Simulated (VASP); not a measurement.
Set up this calculation in VASP 6.6.1, as the native input.

```yaml
Task: single point
Functional: PBEsol
Potentials_or_basis: VASP PAW PBE potentials, release 64 (Ta_pv, F)
Cutoff: 520 eV
k_mesh: 12 × 12 × 12
Occupations: gaussian, width 0.15 eV
Spin: no spin polarisation
Dipole_correction: no
Further_INCAR_settings: ALGO = Normal; EDIFF = 1e-06; NBANDS = 24
```

The structure of TaF3 lies in POSCAR:

```
TaF3
1.0
    3.9012000000      0.0000000000      0.0000000000
    0.0000000000      3.9012000000      0.0000000000
    0.0000000000      0.0000000000      3.9012000000
Ta F
1 3
Direct
    0.0000000000      0.0000000000      0.0000000000
    0.5000000000      0.0000000000      0.0000000000
    0.0000000000      0.5000000000      0.0000000000
    0.0000000000      0.0000000000      0.5000000000
```

The input as run:

INCAR

```
SYSTEM = TaF3
  ALGO = Normal
  EDIFF = 1E-6
  ENCUT = 520
  GGA = PS
  ISIF = 2
  ISMEAR = 0
  LASPH = .TRUE.
  LCHARG = .FALSE.
  LREAL = .FALSE.
  LWAVE = .FALSE.
  NBANDS = 24
  NELM = 60
  PREC = Accurate
  SIGMA = 0.15
```

KPOINTS

```
k-points
0
G
  12 12 12
  0 0 0
```

Potentials or basis: VASP PAW PBE potentials, release 64 (Ta_pv, F).

Launch:

```console
$ cat potpaw_PBE.64/Ta_pv/POTCAR potpaw_PBE.64/F/POTCAR > POTCAR
$ mpirun -np 1 vasp_std > vasp.out
```

Results of the run:

| Item | Value |
| --- | --- |
| Pressure | 20.9 GPa |
| Band gap on the k mesh | zero (band 16 reaches 6.61 eV, above the bottom of band 17 at 3.54 eV) |

Caveat: the PAW data sets were made with another functional, which shifts forces and pressure a little; spin-orbit coupling is left out, which moves the levels of the heavy elements.

It took 3 min on 1 thread of Intel Xeon 6975P-C (shared host), peak memory 0.24 GiB.
